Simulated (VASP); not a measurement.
## Y: single point with RPBE

Crystal: Y.

```
Y
1.0
     0.00000    2.53498    2.53498
     2.53498    0.00000    2.53498
     2.53498    2.53498    0.00000
Y
1
Direct
  0.00000 0.00000 0.00000
```

This cell differs from its parent crystal: volume scaled by 0.96.

| Quantity | Value |
| --- | --- |
| Program | VASP 6.6.1 |
| Task | single point |
| Functional | RPBE |
| Potentials or basis | VASP PAW PBE potentials, release 64 (Y_sv) |
| Cutoff | 520 eV |
| k mesh | 12 × 12 × 12 |
| Occupations | fermi-dirac, width 0.1 eV |
| Spin | no spin polarisation |
| Dipole correction | no |
| Further INCAR settings | ALGO = Normal; EDIFF = 1e-06; NBANDS = 12 |

```
Pressure : 1.4 GPa
```

Levels at points of the mesh, in eV from the Fermi level:
```csv
k point,band 1,band 2,band 3,band 4,band 5,band 6,band 7,band 8,band 9,band 10
"(0.00, 0.00, 0.00)",-42.72,-22.42,-22.42,-22.42,-4.75,1.80,1.80,1.80,3.81,3.81
"(0.50, 0.00, 0.00)",-42.66,-22.98,-22.50,-22.50,-1.96,0.58,1.64,1.64,5.24,5.24
"(0.50, 0.50, 0.00)",-42.64,-22.95,-22.62,-22.62,-1.74,-0.86,2.05,5.26,5.65,5.65
```

Run time: 23 s on 1 thread of Intel(R) Xeon(R) Platinum 8488C (Sapphire Rapids), with other jobs on the host, peak memory 0.19 GiB.

Caveat: the PAW data sets were made with another functional, which shifts forces and pressure a little.
